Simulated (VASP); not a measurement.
# Ru (I4/mmm) in VASP: a series of runs, part 2 of 2

VASP 6.6.1. Earlier steps stand in the parts before.

### 3 Single point, LDA (strain +0.000 along x and y, +0.030 along z)

INCAR

```
PREC = Accurate ; ENCUT = 520
EDIFF = 1E-6 ; ISMEAR = 0
SIGMA = 0.15 ; LREAL = F
LASPH = T ; NELM = 60
ALGO = Fast ; ISIF = 2
LWAVE = F ; LCHARG = F
GGA = CA ; NBANDS = 13
```

KPOINTS

```
regular mesh
0
Gamma
  22 22 22
```

POSCAR

```
Ru
1.0
    0.0000000000      1.9150000000      1.9724500000
    1.9150000000      0.0000000000      1.9724500000
    1.9150000000      1.9150000000      0.0000000000
Ru
1
Direct
    0.0000000000      0.0000000000      0.0000000000
```

Potentials or basis: VASP PAW LDA potentials, release 64 (Ru_pv).

Launch:

```sh
$ cat potpaw_LDA.64/Ru_pv/POTCAR > POTCAR
$ mpirun -np 1 vasp_std > vasp.out
```

OUTCAR:

```text
PREC = Accurate
   ENCUT = 520
   EDIFF = 1E-6
   ISMEAR = 0
   LREAL = F
   LASPH = T
   NELM = 60
   ISIF = 2
   GGA = CA

 ion  position               nearest neighbor table
   1  0.000  0.000  0.000-

  LATTYP: Found a body centered tetragonal cell.
 ALAT       =     2.7082189719
 C/A-ratio  =     1.4566399692

  Lattice vectors:

 A1 = (  -1.9150000000,   0.0000000000,   1.9724500000)
 A2 = (   1.9150000000,   0.0000000000,   1.9724500000)
 A3 = (   0.0000000000,   1.9150000000,  -1.9724500000)

Analysis of symmetry for initial positions (statically):
=====================================================================
 Subroutine PRICEL returns:
 Original cell was already a primitive cell.

 Routine SETGRP: Setting up the symmetry group for a
 body centered tetragonal supercell.

 Subroutine GETGRP returns: Found 16 space group operations
 (whereof 16 operations were pure point group operations)
 out of a pool of 16 trial point group operations.

The static configuration has the point symmetry D_4h.

Analysis of symmetry for dynamics (positions and initial velocities):
=====================================================================
 Subroutine PRICEL returns:
 Original cell was already a primitive cell.

 Routine SETGRP: Setting up the symmetry group for a
 body centered tetragonal supercell.

 Subroutine GETGRP returns: Found 16 space group operations
 (whereof 16 operations were pure point group operations)
 out of a pool of 16 trial point group operations.

The dynamic configuration has the point symmetry D_4h.

 Subroutine INISYM returns: Found 16 space group operations
 (whereof 16 operations are pure point group operations),
 and found     1 'primitive' translations

----------------------------------------------------------------------------------------
[... 116 lines left out ...]
   GGA     = CA    functional components
   LHFCALC =     F    Hartree Fock is set to
   AEXX    =    0.0000 exact exchange contribution
   IVDW    =     0    specifies the selected vdW correction
   LEPSILON=     F    determine dielectric tensor
   LRPA    =     F    only Hartree local field effects (RPA)
 non-spin polarized calculation
 RMM-DIIS sequential band-by-band and
 Gauss-broadening in eV      SIGMA  =   0.15
  energy-cutoff  :      520.00
  volume of cell :       14.47
 maximum number of plane-waves:       401
   NGX = 11   NGY = 11   NGZ =  9

 number of electron      13.9999996 magnetization

 Free energy of the ion-electron system (eV)
  ---------------------------------------------------
  ext. energy  EPLUGINS =         0.00000000
  ---------------------------------------------------
  free energy    TOTEN  =       -10.45909223 eV

  energy without entropy =      -10.44746402  energy(sigma->0) =      -10.45327813

 E-fermi :  11.4775     XC(G=0): -13.9955

 val. band max:       11.4765767928   @ k =  -0.1818   0.3636   0.1818
 cond. band min:      11.4801915611   @ k =  -0.3636   0.3636   0.0000
 fundamental gap:      0.0036147683
 Fermi energy:        11.4774591013

 k-point     1 :       0.0000    0.0000    0.0000
  band No.  band energies     occupation
      1     -30.7417      2.00000
      2     -30.7376      2.00000
      3     -30.7376      2.00000
      4       3.9032      2.00000
      5       8.8830      2.00000
      6       9.2269      2.00000
      7       9.2269      2.00000
      8      11.1404      1.99852
      9      11.5497      0.49599
     10      21.6269      0.00000
     11      26.5586      0.00000
     12      31.2870      0.00000
     13      32.1848      0.00000
[... 354 lines left out ...]
  band No.  band energies     occupation
      1     -31.6058      2.00000
      2     -30.8908      2.00000
      3     -30.8388      2.00000
      4       5.9061      2.00000
      5       8.8005      2.00000
      6       9.2339      2.00000
      7      11.8124      0.00159
      8      12.8730      0.00000
      9      13.7422      0.00000
     10      20.8798      0.00000
     11      21.6316      0.00000
     12      26.2648      0.00000
     13      31.4934      0.00000

 [... further k-points ...]

------------------------ aborting loop because EDIFF is reached ----------------------------------------

  FORCE on cell =-STRESS in cart. coord.  units (eV):
  Direction    XX          YY          ZZ          XY          YZ          ZX
  --------------------------------------------------------------------------------------
  -------------------------------------------------------------------------------------
  Total       -2.2253562     -2.2253562     -2.8247831      0.0000000      0.0000000      0.0000000
  in kB     -246.4543895   -246.4543895   -312.8398939      0.0000000      0.0000000      0.0000000
  external PRESSURE =    -268.5828910 kB  Pullay stress =       0.0000000 kB

 VOLUME and BASIS-vectors are now :
 -----------------------------------------------------------------------------
  energy-cutoff  :      520.00
  volume of cell :       14.47
      direct lattice vectors                 reciprocal lattice vectors
     0.000000000  1.915000000  1.972450000    -0.261096606  0.261096606  0.253491850
     1.915000000  0.000000000  1.972450000     0.261096606 -0.261096606  0.253491850
     1.915000000  1.915000000  0.000000000     0.261096606  0.261096606 -0.253491850

 POSITION                                       TOTAL-FORCE (eV/Angst)
 -----------------------------------------------------------------------------------
      0.00000      0.00000      0.00000        -0.000000     -0.000000      0.000000
 -----------------------------------------------------------------------------------
    total drift:                                0.000000      0.000000      0.000000

  FREE ENERGIE OF THE ION-ELECTRON SYSTEM (eV)
  ---------------------------------------------------
  free  energy   TOTEN  =       -10.4590922335 eV

  energy  without entropy=      -10.4474640243  energy(sigma->0) =      -10.45327813
```

Run time: 46 s. Hardware: 1 thread of Intel Xeon 6975P-C (Granite Rapids), shared host; peak memory 0.24 GiB.

What came out:

- Free energy: -10.4591 eV
- Pressure: -26.9 GPa
- Band gap on the k mesh: zero (band 7 reaches 13.50 eV, above the bottom of band 8 at 10.15 eV)

Levels at points of the mesh, in eV from the Fermi level:
| k point | band 4 | band 5 | band 6 | band 7 | band 8 | band 9 | band 10 | band 11 |
| --- | --- | --- | --- | --- | --- | --- | --- | --- |
| (0.00, 0.00, 0.00) | -7.57 | -2.59 | -2.25 | -2.25 | -0.34 | 0.07 | 10.15 | 15.08 |
| (0.50, 0.00, 0.00) | -5.64 | -2.64 | -2.30 | 0.99 | 1.49 | 1.66 | 9.27 | 10.15 |
| (0.50, 0.50, 0.00) | -5.85 | -5.40 | 1.56 | 2.02 | 2.02 | 3.05 | 10.15 | 12.26 |
| (0.50, 0.00, 0.50) | -5.86 | -5.42 | 1.53 | 1.89 | 2.20 | 3.65 | 10.15 | 12.62 |

Caveat: the cell differs from its parent crystal (strain +0.000 along x and y, +0.030 along z).

### 4 Single point, LDA (strain +0.030 along x and y, +0.000 along z)

INCAR

```
SYSTEM = Ru
ALGO = Fast ; EDIFF = 1E-6
ENCUT = 520 ; GGA = CA
ISIF = 2 ; ISMEAR = 0
LASPH = .TRUE. ; LCHARG = .TRUE.
LELF = .TRUE. ; LREAL = .FALSE.
LVHAR = .TRUE. ; LWAVE = .FALSE.
NBANDS = 13 ; NELM = 60
PREC = Accurate ; SIGMA = 0.15
```

KPOINTS

```
k-points
0
G
  22 22 22
  0 0 0
```

POSCAR

```
Ru
1.0
    0.0000000000      1.9724500000      1.9150000000
    1.9724500000      0.0000000000      1.9150000000
    1.9724500000      1.9724500000      0.0000000000
Ru
1
Direct
    0.0000000000      0.0000000000      0.0000000000
```

Launch:

```sh
$ cat potpaw_LDA.64/Ru_pv/POTCAR > POTCAR
$ mpirun -np 1 vasp_std > vasp.out
```

It took 55 s on 1 thread of Intel Xeon 6975P-C (Granite Rapids), shared host; peak memory 0.25 GiB.

It converged, with:

```
Free energy            : -10.3786 eV
Pressure               : -32.9 GPa
Band gap on the k mesh : zero (band 7 reaches 12.93 eV, above the bottom of band 8 at 9.74 eV)
```

Stress tensor (GPa, compression positive):
```
-34.95   0.00   0.00
  0.00 -34.95   0.00
  0.00   0.00 -28.85
```

Levels at points of the mesh, in eV from the Fermi level:
```csv
k point,band 5,band 6,band 7,band 8,band 9,band 10
"(0.00, 0.00, 0.00)",-2.37,-2.37,-2.05,-0.32,0.05,10.18
"(0.50, 0.00, 0.00)",-2.53,-2.19,0.98,1.41,1.59,8.93
"(0.50, 0.50, 0.00)",-5.21,1.46,1.96,1.96,3.77,10.18
"(0.50, 0.00, 0.50)",-5.17,1.46,1.79,2.07,3.17,10.18
```

Caveat: the cell differs from its parent crystal (strain +0.030 along x and y, +0.000 along z).

### 5 Summary

```csv
cell,gap on the mesh (eV),pressure (GPa)
"a = 2.668, b = 2.668, c = 2.708 Å, angles 59.5, 59.5, 61.0°, 1 atom",none,-11.0
"a = 2.749, b = 2.749, c = 2.708 Å, angles 60.5, 60.5, 59.0°, 1 atom",none,-26.9
"a = 2.749, b = 2.749, c = 2.789 Å, angles 59.5, 59.5, 61.0°, 1 atom",none,-32.9
```

Alike in all rows: task single point; level LDA; potentials or basis VASP PAW LDA potentials, release 64 (Ru_pv); no spin polarisation; k mesh 22 × 22 × 22; cutoff (eV) 520; smearing gaussian 0.15 eV.

Total energies depend on the potentials used, so only differences within one code and one set of settings carry meaning.
